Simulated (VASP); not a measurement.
Here is a VASP 6.6.1 calculation.

The input INCAR:

```
SYSTEM = SiGe2
PREC     = Accurate       ! precision mode
ENCUT    = 520            ! plane-wave cutoff, eV
EDIFF    = 1E-7           ! SCF threshold, eV
ISMEAR   = 0              ! smearing method
SIGMA    = 0.1            ! smearing width, eV
LREAL    = .False.        ! projectors in reciprocal space
LASPH    = .True.         ! aspherical terms in the spheres
NELM     = 100            ! most SCF steps
ALGO     = Normal         ! electronic algorithm
ISIF     = 2              ! what is computed and relaxed
LWAVE    = .False.        ! write WAVECAR
LCHARG   = .False.        ! write CHGCAR
GGA      = PE             ! functional
NBANDS   = 41             ! bands
```

File KPOINTS:

```
regular mesh
0
Gamma
  12 12 8
  0 0 0
```

File POSCAR:

```
SiGe2
1.0
    4.9966683191      0.0000000028      0.0000000000
   -2.4983341620      4.3272416972      0.0000000000
    0.0000000000      0.0000000000      4.9803782272
Si Ge
2 4
Direct
    0.3333333333      0.6666666667      0.5000000000
    0.6666666667      0.3333333333      0.5000000000
    0.0000000000      0.6607315060      0.0000000000
    0.6607315060      0.0000000000      0.0000000000
    0.3392684940      0.3392684940      0.0000000000
    0.0000000000      0.0000000000      0.5000000000
```

Potentials or basis: VASP PAW PBE potentials, release 64 (Si, Ge_d).

Command:

```bash
$ cat potpaw_PBE.64/Si/POTCAR potpaw_PBE.64/Ge_d/POTCAR > POTCAR
$ mpirun -np 1 vasp_std > vasp.out
```

Question: Estimate the pressure.

Answer: 0.0 GPa.

Question: What does it give for the band gap on the k mesh?

Answer: Zero (bands 32 and 33 overlap by 4.04 eV).
